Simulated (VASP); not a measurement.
**HfNb3F: single point with PBE**

Crystal: HfNb3F.

```xyz
5
Lattice="4.2631 0.0000 0.0000 0.0000 4.2631 0.0000 0.0000 0.0000 4.2631" Properties=species:S:1:pos:R:3 pbc="T T T"
Hf    0.0000    0.0000    0.0000
Nb    0.0000    2.1316    2.1316
Nb    2.1316    0.0000    2.1316
Nb    2.1316    2.1316    0.0000
F     2.1316    2.1316    2.1316
```

```
Program                : VASP 6.6.1
Task                   : single point
Functional             : PBE
Potentials or basis    : VASP PAW PBE potentials, release 64 (Hf_pv, Nb_sv, F)
Cutoff                 : 600 eV
k mesh                 : 4 × 4 × 4
Occupations            : gaussian, width 0.1 eV
Spin                   : collinear spin, zero start
Starting moments       : [0.0, 0.0, 0.0, 0.0, 0.0] μB
Dipole correction      : no
Further INCAR settings : ALGO = Normal; EDIFF = 1e-06; NBANDS = 40
```

```json
{"Pressure": "18.3 GPa", "Band gap on the k mesh": "zero (filled and empty bands overlap)", "Net moment": "0.00 μB per cell", "Valence electrons inside the program's atomic spheres": "Hf 8.48; Nb 10.75; F 6.18"}
```

Levels at points of the mesh, in eV from the Fermi level:
Spin up:
```csv
k point,band 26,band 27,band 28,band 29,band 30,band 31
"(0.00, 0.00, 0.00)",-0.31,-0.31,-0.31,0.47,1.59,1.59
"(0.50, 0.00, 0.00)",-1.88,-0.79,-0.79,-0.03,0.97,1.11
"(0.50, 0.50, 0.00)",-1.62,-1.12,-1.12,-0.76,-0.66,0.80
"(0.50, 0.50, 0.50)",-0.77,0.25,0.25,0.81,0.81,0.81
```
Spin down:
```csv
k point,band 26,band 27,band 28,band 29,band 30,band 31
"(0.00, 0.00, 0.00)",-0.31,-0.31,-0.31,0.47,1.59,1.59
"(0.50, 0.00, 0.00)",-1.88,-0.79,-0.79,-0.03,0.97,1.11
"(0.50, 0.50, 0.00)",-1.62,-1.12,-1.12,-0.76,-0.66,0.80
"(0.50, 0.50, 0.50)",-0.77,0.25,0.25,0.81,0.81,0.81
```

Wall time 3.3 min on 1 thread of Intel Xeon 8259CL (shared host), peak memory 0.27 GiB.

Caveat: the k points lie up to 0.37 Å⁻¹ apart; spin-orbit coupling is left out, which moves the levels of the heavy elements.
